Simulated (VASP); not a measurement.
Here is a VASP 6.6.1 calculation.

INCAR

```
PREC = Accurate
ENCUT = 520
EDIFF = 1E-6
ISMEAR = -1
SIGMA = 0.05
LREAL = Auto
LASPH = T
NELM = 150
ALGO = Normal
ISIF = 2
LWAVE = F
LCHARG = T
ISPIN = 2
MAGMOM = 0 0 0 0 0 0 0 0 0 0 0 0 0 0 0 0 0 0 0 0 0 0 0 0 0 0 0 0 0 0 0 0 0 0 0 0 0 0 0 0 0 0 0 0 0 0 0.13 0 0 0 0 0 0 0 0 0 0 0 0 0 0 0 0
LORBIT = 11
GGA = PE
IVDW = 12
LELF = T
LVHAR = T
NBANDS = 167
NELECT = 253.0
```

The input KPOINTS:

```
regular mesh
0
Gamma
  1 1 1
```

File POSCAR:

```
Si62C
1.0
   10.8600000000      0.0000000000      0.0000000000
    0.0000000000     10.8600000000      0.0000000000
    0.0000000000      0.0000000000     10.8600000000
Si C
62 1
Direct
    0.4972322284     -0.0016656538     -0.0011091160
    0.6243110497      0.1321298343      0.1166991713
    0.7472769797      0.2616579190     -0.0111179558
    0.8734409761      0.3739930939      0.1286181400
    0.7459789134      0.0049433702      0.2446413444
    0.8727508287      0.1212667587      0.3771717311
   -0.0004259669     -0.0016119705      0.0024285451
    0.1247337937      0.1251229282      0.1249750460
    0.2506615101      0.2502166667     -0.0003386740
    0.3780943831      0.3761040516      0.1220028545
    0.5027909761      0.5014318600     -0.0064317680
    0.6244114180      0.6255546961      0.1239658379
    0.7507936464      0.7492313076     -0.0016059853
    0.8730134438      0.8733676796      0.1273164825
    0.2476322284     -0.0008585635      0.2513333333
    0.3753258748      0.1229922652      0.3754273481
    0.4989904236      0.2515298343      0.2511459484
    0.6232629834      0.3793047882      0.3797660221
    0.7478796501      0.5037302026      0.2548488950
    0.8499898711      0.6300335175      0.4047532228
    0.5043500000     -0.0031664825      0.4973528545
    0.6251663904      0.1249124309      0.6243692449
    0.7506685083      0.2512896869      0.5009169429
    0.8775811234      0.3757103131      0.6266176796
    0.7496457643     -0.0034795580      0.7486963168
    0.8750998158      0.1240111418      0.8761592081
    0.0004451197      0.4965204420      0.0041888582
    0.1213825967      0.6258414365      0.1296501842
    0.2498467772      0.7507842541      0.0002249540
    0.3747820442      0.8733081031      0.1277204420
   -0.0009974217      0.2472837937      0.2524116943
    0.1261705341      0.3762545120      0.3708076427
    0.2542001842      0.5022161142      0.2489101289
    0.3788804788      0.6263721915      0.3783593002
    0.5040953959      0.7515966851      0.2530830571
    0.6330834254      0.8754666667      0.3732021179
   -0.0168155617     -0.0168410681      0.5051473297
    0.1181861878      0.1166832413      0.6227520258
    0.2450642726      0.2463632597      0.4984040516
    0.3733285451      0.3742895028      0.6216397790
    0.5020042357      0.5070283610      0.5085023020
    0.8485227440      0.8379462247      0.6275491713
    0.2550610497      0.0010465009      0.7476397790
    0.3783783610      0.1281680479      0.8734789134
    0.5035062615      0.2557366483      0.7482325967
    0.6331436464      0.3979491713      0.8523521179
    0.7601714549      0.5410410681      0.7134604972
    0.8796690608      0.6231861878      0.8765135359
   -0.0128990792      0.7458639042      0.2618209024
    0.1191880295      0.8740351750      0.3759515654
   -0.0016343462      0.4993843462      0.4994992634
    0.1235121547      0.6252202578      0.6249499079
    0.2484163904      0.7505377532      0.4989557090
    0.3801882136      0.8707709024      0.6221996317
    0.0011555249      0.2475061694      0.7520523941
    0.1268667587      0.3756681400      0.8749263352
    0.2511339779      0.5010975138      0.7486229282
    0.3795883978      0.6284978821      0.8685066298
    0.5142167587      0.7400991713      0.7325668508
    0.6240611418      0.8708383978      0.8702214549
    0.0020341621      0.7509162983      0.7544316759
    0.1289260589      0.8797433702      0.8749946593
    0.7333816759      0.6708160221      0.5983465930
```

Potentials or basis: VASP PAW PBE potentials, release 64 (Si, C).

Command:

```sh
$ cat potpaw_PBE.64/Si/POTCAR potpaw_PBE.64/C/POTCAR > POTCAR
$ mpirun -np 1 vasp_gam > vasp.out
```

Question: What does it give for the largest force?

Answer: 1.546 eV/Å.

Question: Predict the net moment.

Answer: 0.00 μB per cell.

Forces in eV/Å, atoms in the order of the input:
```
Si  -0.001 -0.033 -0.015
Si  -0.024  0.031 -0.026
Si  -0.010  0.041 -0.049
Si  -0.031  0.037  0.014
Si   0.052  0.031 -0.032
Si  -0.023 -0.005 -0.007
Si   0.029  0.019  0.002
Si   0.015  0.013  0.005
Si   0.026 -0.024  0.020
Si  -0.006  0.021 -0.007
Si   0.017 -0.007  0.012
Si  -0.020  0.006 -0.014
Si   0.018 -0.026  0.009
Si  -0.028  0.018 -0.014
Si   0.008 -0.012  0.003
Si  -0.015  0.009 -0.017
Si   0.007  0.002  0.015
Si  -0.024  0.001  0.034
Si  -0.031  0.056  0.045
Si  -0.178  0.099  0.197
Si   0.033  0.010 -0.005
Si  -0.005 -0.002  0.014
Si   0.009 -0.014  0.024
Si  -0.025  0.028 -0.050
Si   0.015 -0.117 -0.099
Si  -0.039 -0.036 -0.063
Si  -0.047  0.008  0.009
Si  -0.058 -0.012  0.017
Si   0.002  0.012 -0.003
Si  -0.013  0.008 -0.009
Si   0.012 -0.007 -0.001
Si  -0.021  0.054 -0.014
Si   0.020  0.013 -0.019
Si  -0.029 -0.006 -0.029
Si   0.014 -0.005 -0.012
Si   0.064 -0.023 -0.019
Si  -0.140 -0.151 -0.014
Si  -0.082 -0.055 -0.006
Si  -0.014 -0.029  0.003
Si  -0.029 -0.015  0.000
Si  -0.213 -0.050  0.078
Si  -0.397 -0.562  0.003
Si   0.032 -0.009 -0.005
Si  -0.003  0.010 -0.029
Si   0.003 -0.003 -0.008
Si  -0.103  0.090 -0.107
Si   0.396 -0.470  0.513
Si   0.033  0.039  0.025
Si  -0.053  0.034  0.050
Si  -0.004  0.009  0.015
Si   0.002  0.036  0.064
Si  -0.018  0.005  0.016
Si   0.003 -0.008 -0.003
Si   0.005 -0.005 -0.032
Si  -0.044  0.013 -0.004
Si  -0.031 -0.018  0.033
Si  -0.015 -0.027 -0.005
Si   0.001 -0.028 -0.033
Si  -0.009 -0.119 -0.029
Si   0.018 -0.012 -0.001
Si  -0.004 -0.030 -0.007
Si  -0.016  0.021 -0.060
C    0.970  1.145 -0.372
```

Caveat: the k points lie up to 0.58 Å⁻¹ apart; the cell carries a net charge on a neutralising background, which shifts energy and pressure.
